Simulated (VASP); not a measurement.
A run of VASP 6.6.1 is set up as follows.

File INCAR:

```
SYSTEM = Si
PREC = Accurate
ENCUT = 520
EDIFF = 1E-6
ISMEAR = 0
SIGMA = 0.15
LREAL = .False.
LASPH = .True.
NELM = 100
ALGO = Normal
ISIF = 2
LWAVE = .False.
LCHARG = .True.
LELF = .True.
LVHAR = .True.
NBANDS = 8
```

The input KPOINTS:

```
regular mesh
0
Gamma
  22 22 22
  0 0 0
```

The input POSCAR:

```
Si
1.0
    0.0000000000      1.9681554571      1.8535056247
    1.9681554571      0.0000000000      1.8535056247
    1.9681554571      1.9681554571      0.0000000000
Si
1
Direct
    0.0000000000      0.0000000000      0.0000000000
```

Potentials or basis: VASP PAW LDA potentials, release 64 (Si).

Command:

```console
$ cat potpaw_LDA.64/Si/POTCAR > POTCAR
$ mpirun -np 1 vasp_std > vasp.out
```

Task: What does it give for the band gap on the k mesh?

Result: Zero (band 2 reaches 21.21 eV, above the bottom of band 3 at 6.89 eV).

Task: What does it give for the pressure?

Result: -2.6 GPa.

Stress tensor (GPa, compression positive):
```
-2.35  0.00  0.00
 0.00 -2.35  0.00
 0.00  0.00 -3.18
```

Caveat: the cell differs from its parent crystal (strain +0.030 along x and y, -0.030 along z).
